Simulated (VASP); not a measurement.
Here is a VASP 6.6.1 calculation.

Contents of INCAR:

```
SYSTEM = LiCl
  PREC = Accurate
  ENCUT = 520
  EDIFF = 1E-6
  ISMEAR = 0
  SIGMA = 0.01
  LREAL = .False.
  LASPH = .True.
  NELM = 100
  ALGO = Normal
  ISIF = 2
  LWAVE = .False.
  LCHARG = .True.
  GGA = PE
  LELF = .True.
  LVHAR = .True.
  NBANDS = 12
```

The input KPOINTS:

```
Automatic mesh
0
Gamma
  8 8 8
  0 0 0
```

File POSCAR:

```
LiCl
1.0
    0.0000000000      2.5220396058      2.5220396058
    2.5220396058      0.0000000000      2.5220396058
    2.5220396058      2.5220396058      0.0000000000
Li Cl
1 1
Direct
    0.0000000000      0.0000000000      0.0000000000
    0.5000000000      0.5000000000      0.5000000000
```

Potentials or basis: VASP PAW PBE potentials, release 64 (Li_sv, Cl).

The run is started by

```console
$ cat potpaw_PBE.64/Li_sv/POTCAR potpaw_PBE.64/Cl/POTCAR > POTCAR
$ mpirun -np 1 vasp_std > vasp.out
```

Task: Estimate the band gap on the k mesh.

Result: 6.64 eV, direct.

 A k mesh can miss the band edges.
